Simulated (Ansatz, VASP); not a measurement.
## Ba: VASP beside Ansatz

File INCAR:

```
PREC     = Accurate       # precision mode
ENCUT    = 500            # plane-wave cutoff, eV
EDIFF    = 1E-6           # SCF threshold, eV
ISMEAR   = -1             # smearing method
SIGMA    = 0.1            # smearing width, eV
LREAL    = F              # projectors in reciprocal space
LASPH    = T              # aspherical terms in the spheres
NELM     = 120            # most SCF steps
ALGO     = Normal         # electronic algorithm
ISIF     = 2              # what is computed and relaxed
LWAVE    = F              # write WAVECAR
LCHARG   = T              # write CHGCAR
LELF     = T              # ELF
LVHAR    = T            
NBANDS   = 17             # bands
GGA_COMPAT= F
```

The input KPOINTS:

```
regular mesh
0
Gamma
  10 10 5
```

POSCAR

```
Ba
1.0
    4.3961823920      0.0000000000      0.0000000000
   -2.1980911960      3.8072056311      0.0000000000
    0.0000000000      0.0000000000      7.1265896647
Ba
2
Direct
    0.3333333333      0.6666666667      0.2500000000
    0.6666666667      0.3333333333      0.7500000000
```

Input for Ansatz:

```yaml
crystal:
  lattice:
    - [4.396182392, 0.0, 0.0]
    - [-2.198091196, 3.8072056311, 0.0]
    - [0.0, 0.0, 7.1265896647]
  atoms:
    - { symbol: Ba, position: [0.3333333333, 0.6666666667, 0.25] }
    - { symbol: Ba, position: [0.6666666667, 0.3333333333, 0.75] }
hamiltonian:
  xc: lda
  pseudopotentials:
    kind: paw
    azcp:
      Ba: "pseudopotentials/Ba.paw.azcp"
basis:
  ecutwfc: 420
  fft_grid_basis: typed
kpoints:
  mp_grid: { grid: [10, 10, 5], shift: [0, 0, 0] }
magnetization:
  spin_polarized: false
scf:
  occupations: { method: fermi_dirac, width: 0.1 }
  lower_state_search: "off"
output:
  stress: true
```

Alike in both runs: task single point; functional LDA; k mesh 10 × 10 × 5; occupations fermi-dirac, width 0.1 eV; no spin polarisation.

|  | VASP | Ansatz |
| --- | --- | --- |
| version | VASP 6.6.1 | Ansatz 0.2.0 |
| potentials or method | VASP PAW LDA potentials, release 64 (Ba_sv), cutoff 500 eV | plane waves (420 eV) with PAW, scalar-relativistic |
| valence electrons in the cell | 20 | 20 |

|  | VASP | Ansatz | Ansatz less VASP |
| --- | --- | --- | --- |
| pressure (GPa) | -0.8 | -0.9 | -0.05 |
| traceless stress, the component that is largest in VASP (GPa) | 0.07 | 0.07 | +0.003 |

Ansatz warns that its potentials were made for another functional, while VASP's fit it. LDA's correlation is that of Perdew and Zunger in VASP and of Perdew and Wang (1992) in Ansatz.

Neither program's run includes spin-orbit coupling.
